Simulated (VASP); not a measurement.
# Mg4O (Pm-3m) in VASP: notebook, part 2 of 2

VASP 6.6.1. The steps go on from the part before.

### 3 Single point, PBE

This run uses another cell than the first one, of 17.29 Å³/atom, 1.258 times its volume.

INCAR

```
SYSTEM = Mg4O
  ALGO = Normal
  EDIFF = 1E-6
  ENCUT = 520
  GGA = PE
  ISIF = 2
  ISMEAR = 0
  LASPH = .True.
  LCHARG = .True.
  LELF = .True.
  LREAL = .False.
  LVHAR = .True.
  LWAVE = .False.
  NBANDS = 15
  NELM = 60
  PREC = Accurate
  SIGMA = 0.1
```

KPOINTS

```
k-points
0
Gamma
  4 4 4
  0 0 0
```

POSCAR

```
Mg4O
1.0
    4.4215796633      0.0000000000      0.0000000000
    0.0000000000      4.4215796633      0.0000000000
    0.0000000000      0.0000000000      4.4215796633
Mg O
4 1
Direct
    0.0000000000      0.5000000000      0.5000000000
    0.5000000000      0.5000000000      0.0000000000
    0.5000000000      0.0000000000      0.5000000000
    0.0000000000      0.0000000000      0.0000000000
    0.5000000000      0.5000000000      0.5000000000
```

Potentials or basis: VASP PAW PBE potentials, release 64 (Mg, O).

On the command line:

```console
$ cat potpaw_PBE.64/Mg/POTCAR potpaw_PBE.64/O/POTCAR > POTCAR
$ mpirun -np 1 vasp_std > vasp.out
```

Run time: 18 s. Hardware: 1 thread of AMD EPYC 7R13 (Zen 3), shared host; peak memory 0.17 GiB.

It converged, with:

| Property | Result |
| --- | --- |
| Free energy | -15.1336 eV |
| Pressure | -0.1 GPa |
| Band gap on the k mesh | zero (band 7 reaches 5.00 eV, above the bottom of band 8 at 2.35 eV) |

Levels at points of the mesh, in eV from the Fermi level:
| k point | band 4 | band 5 | band 6 | band 7 | band 8 | band 9 | band 10 | band 11 |
| --- | --- | --- | --- | --- | --- | --- | --- | --- |
| (0.00, 0.00, 0.00) | -4.95 | -4.95 | 0.96 | 0.96 | 1.73 | 1.73 | 1.73 | 5.67 |
| (0.50, 0.00, 0.00) | -4.84 | -3.40 | -2.61 | 1.65 | 1.65 | 2.16 | 3.87 | 4.13 |
| (0.50, 0.50, 0.00) | -4.76 | -3.18 | -1.00 | -1.00 | -0.26 | 3.31 | 3.31 | 3.47 |
| (0.50, 0.50, 0.50) | -5.46 | -1.63 | -1.63 | -1.63 | -1.00 | 1.88 | 1.88 | 1.88 |

### 4 Relaxation of cell and atoms, PBE

INCAR

```
SYSTEM = Mg4O
PREC     = Accurate       ! precision mode
ENCUT    = 600            ! plane-wave cutoff, eV
EDIFF    = 1E-6           ! SCF threshold, eV
ISMEAR   = 0              ! smearing method
SIGMA    = 0.1            ! smearing width, eV
LREAL    = .FALSE.        ! projectors in reciprocal space
LASPH    = .TRUE.         ! aspherical terms in the spheres
NELM     = 60             ! most SCF steps
ALGO     = Normal         ! electronic algorithm
ISIF     = 3              ! what is computed and relaxed
LWAVE    = .FALSE.        ! write WAVECAR
LCHARG   = .FALSE.        ! write CHGCAR
GGA      = PE             ! functional
IBRION   = 2              ! ionic algorithm
NSW      = 90             ! ionic steps
EDIFFG   = -0.04          ! ionic threshold
```

KPOINTS

```
regular mesh
0
G
  4 4 4
  0 0 0
```

Changes to POSCAR since step 3:

```diff
@@ -2,5 +2,5 @@
 1.0
-    4.4215796633      0.0000000000      0.0000000000
-    0.0000000000      4.4215796633      0.0000000000
-    0.0000000000      0.0000000000      4.4215796633
+    4.0957126200      0.0000000000      0.0000000000
+    0.0000000000      4.0957126200      0.0000000000
+    0.0000000000      0.0000000000      4.0957126200
 Mg O
```

On the command line:

```console
$ cat potpaw_PBE.64/Mg/POTCAR potpaw_PBE.64/O/POTCAR > POTCAR
$ mpirun -np 1 vasp_std > vasp.out
```

Wall time 33 s (1 thread of AMD EPYC 7R13 (Zen 3), shared host); peak memory 0.18 GiB.

Results (log left out):

```yaml
Free_energy: -15.1293 eV
Relaxed_volume: 17.21 Å³/atom
Relaxed_cell: a = 4.415 Å, b = 4.415 Å, c = 4.415 Å, α = 90.00°, β = 90.00°, γ = 90.00°
Space_group_after_relaxing_to_0.05_Å: Pm-3m (No. 221)
Energy_gained_by_relaxing: 190.4 meV/atom
Ionic_steps: 3
Pressure_after_relaxing: 0.1 GPa
Band_gap_on_the_k_mesh: zero (band 7 reaches 5.03 eV, above the bottom of band 8 at 2.37 eV)
```

The path:
```csv
step,energy change (eV),largest force (eV/Å),pressure (GPa),volume (Å³)
1,0.0000,0.0000,20.96,68.71
2,-0.9440,0.0000,-1.25,88.18
3,-0.9519,0.0000,0.11,86.07
```

Final structure:
```xyz
5
Lattice="4.4152 0.0000 0.0000 0.0000 4.4152 0.0000 0.0000 0.0000 4.4152" Properties=species:S:1:pos:R:3 pbc="T T T"
Mg    0.0000    2.2076    2.2076
Mg    2.2076    2.2076    0.0000
Mg    2.2076    0.0000    2.2076
Mg    0.0000    0.0000    0.0000
O     2.2076    2.2076    2.2076
```

Levels at points of the mesh, in eV from the Fermi level:
| k point | band 3 | band 4 | band 5 | band 6 | band 7 | band 8 | band 9 | band 10 | band 11 |
| --- | --- | --- | --- | --- | --- | --- | --- | --- | --- |
| (0.00, 0.00, 0.00) | -4.97 | -4.97 | -4.97 | 0.95 | 0.95 | 1.73 | 1.73 | 1.73 | 5.71 |
| (0.50, 0.00, 0.00) | -4.86 | -4.86 | -3.41 | -2.62 | 1.65 | 1.65 | 2.15 | 3.89 | 4.14 |
| (0.50, 0.50, 0.00) | -5.82 | -4.78 | -3.20 | -1.01 | -1.01 | -0.26 | 3.31 | 3.31 | 3.47 |
| (0.50, 0.50, 0.50) | -5.48 | -5.48 | -1.64 | -1.64 | -1.64 | -1.00 | 1.89 | 1.89 | 1.89 |

Caveat: the k points lie up to 0.36 Å⁻¹ apart in the final cell; the volume moved by over 15 % at a fixed basis, so the end points are rough.

### 5 Single point, PBE, collinear spin, ferromagnetic start

INCAR

```
SYSTEM = Mg4O
  ALGO = Normal
  EDIFF = 1E-6
  ENCUT = 520
  GGA = PE
  ISIF = 2
  ISMEAR = 0
  ISPIN = 2
  LASPH = .TRUE.
  LCHARG = .FALSE.
  LORBIT = 11
  LREAL = .FALSE.
  LWAVE = .FALSE.
  MAGMOM = 0 0 0 0 1
  NBANDS = 19
  NELM = 150
  PREC = Accurate
  SIGMA = 0.1
```

KPOINTS

```
k-points
0
G
  4 4 4
  0 0 0
```

POSCAR is that of step 4.

Potentials or basis: VASP PAW PBE potentials, release 64 (Mg, O).

On the command line:

```console
$ cat potpaw_PBE.64/Mg/POTCAR potpaw_PBE.64/O/POTCAR > POTCAR
$ mpirun -np 1 vasp_std > vasp.out
```

OUTCAR:

```text
SYSTEM = Mg4O
   EDIFF = 1E-6
   ENCUT = 520
   GGA = PE
   ISIF = 2
   ISMEAR = 0
   ISPIN = 2
   LASPH = .TRUE.
   LORBIT = 11
   LREAL = .FALSE.
   NELM = 150
   PREC = Accurate

 ion  position               nearest neighbor table
   1  0.000  0.500  0.500-   5 2.05   5 2.05   4 2.90   2 2.90   2 2.90   4 2.90   3 2.90   4 2.90
                             4 2.90   2 2.90   3 2.90   3 2.90   2 2.90   3 2.90
   2  0.500  0.500  0.000-   5 2.05   5 2.05   4 2.90   1 2.90   1 2.90   3 2.90   3 2.90   3 2.90
                             4 2.90   3 2.90   1 2.90   4 2.90   1 2.90   4 2.90
   3  0.500  0.000  0.500-   5 2.05   5 2.05   4 2.90   1 2.90   2 2.90   4 2.90   1 2.90   2 2.90
                             2 2.90   2 2.90   1 2.90   4 2.90   4 2.90   1 2.90
   4  0.000  0.000  0.000-   1 2.90   2 2.90   3 2.90   1 2.90   3 2.90   1 2.90   2 2.90   1 2.90
                             2 2.90   3 2.90   3 2.90   2 2.90
   5  0.500  0.500  0.500-   1 2.05   2 2.05   3 2.05   2 2.05   3 2.05   1 2.05

  LATTYP: Found a simple cubic cell.
 ALAT       =     4.0957126200

  Lattice vectors:

 A1 = (   4.0957126200,   0.0000000000,   0.0000000000)
 A2 = (   0.0000000000,   4.0957126200,   0.0000000000)
 A3 = (   0.0000000000,   0.0000000000,   4.0957126200)
[... 640 lines left out ...]
  Total        9.0215425      9.0215425      9.0215425      0.0000000     -0.0000000      0.0000000
  in kB      210.3792752    210.3792752    210.3792752      0.0000000     -0.0000000      0.0000000
  external PRESSURE =     210.3792752 kB  Pullay stress =       0.0000000 kB

 VOLUME and BASIS-vectors are now :
 -----------------------------------------------------------------------------
  energy-cutoff  :      520.00
  volume of cell :       68.71
      direct lattice vectors                 reciprocal lattice vectors
     4.095712620  0.000000000  0.000000000     0.244157755  0.000000000  0.000000000
     0.000000000  4.095712620  0.000000000     0.000000000  0.244157755  0.000000000
     0.000000000  0.000000000  4.095712620     0.000000000  0.000000000  0.244157755

 POSITION                                       TOTAL-FORCE (eV/Angst)
 -----------------------------------------------------------------------------------
      0.00000      2.04786      2.04786         0.000000      0.000000      0.000000
      2.04786      2.04786      0.00000         0.000000      0.000000      0.000000
      2.04786      0.00000      2.04786         0.000000      0.000000      0.000000
      0.00000      0.00000      0.00000         0.000000      0.000000      0.000000
      2.04786      2.04786      2.04786         0.000000      0.000000      0.000000
 -----------------------------------------------------------------------------------
    total drift:                                0.000000      0.000000      0.000000

  FREE ENERGIE OF THE ION-ELECTRON SYSTEM (eV)
  ---------------------------------------------------
  free  energy   TOTEN  =       -14.1733467506 eV

  energy  without entropy=      -14.1697244434  energy(sigma->0) =      -14.17153560

 total charge

# of ion       s       p       d       tot
------------------------------------------
    1        0.194   0.187   0.052   0.433
    2        0.194   0.187   0.052   0.433
    3        0.194   0.187   0.052   0.433
    4        0.246   0.206   0.015   0.468
    5        1.578   3.543   0.000   5.121
--------------------------------------------------
tot          2.406   4.310   0.170   6.886

 magnetization (x)

# of ion       s       p       d       tot
------------------------------------------
    1        0.000   0.000  -0.000   0.000
    2        0.000   0.000  -0.000   0.000
    3        0.000   0.000  -0.000   0.000
    4        0.000   0.000   0.000   0.000
    5       -0.000  -0.000   0.000  -0.000
--------------------------------------------------
tot          0.000  -0.000  -0.000  -0.000
```

It took 23 s on 1 thread of AMD EPYC 7R13 (Zen 3), shared host; peak memory 0.16 GiB.

What came out:

```
Free energy                                           : -14.1733 eV
Pressure                                              : 21.0 GPa
Band gap on the k mesh                                : zero (filled and empty bands overlap)
Net moment                                            : 0.00 μB per cell
Valence electrons inside the program's atomic spheres : Mg 0.43, 0.47; O 5.12
```

Caveat: the k points lie up to 0.38 Å⁻¹ apart.

### 6 Overview

| task | spin | cell | cutoff (eV) | gap on the mesh (eV) | pressure (GPa) |
| --- | --- | --- | --- | --- | --- |
| single point | off | a = 4.096 Å, 5 atoms | 520 | none | 21.0 |
| single point | off | a = 4.422 Å, 5 atoms | 520 | none | -0.1 |
| relaxation of cell and atoms | off | relaxed from a = 4.096 Å, 5 atoms | 600 | none | 0.1 |
| single point | collinear, ferromagnetic start | a = 4.096 Å, 5 atoms | 520 | none | 21.0 |

Alike in all rows: level PBE; potentials or basis VASP PAW PBE potentials, release 64 (Mg, O); k mesh 4 × 4 × 4; smearing gaussian 0.1 eV.

Caveats: some runs use coarse meshes; the volume moved by over 15 % at a fixed basis, so the end points are rough (some runs).

Absolute energies hang on the potentials; compare differences alone.
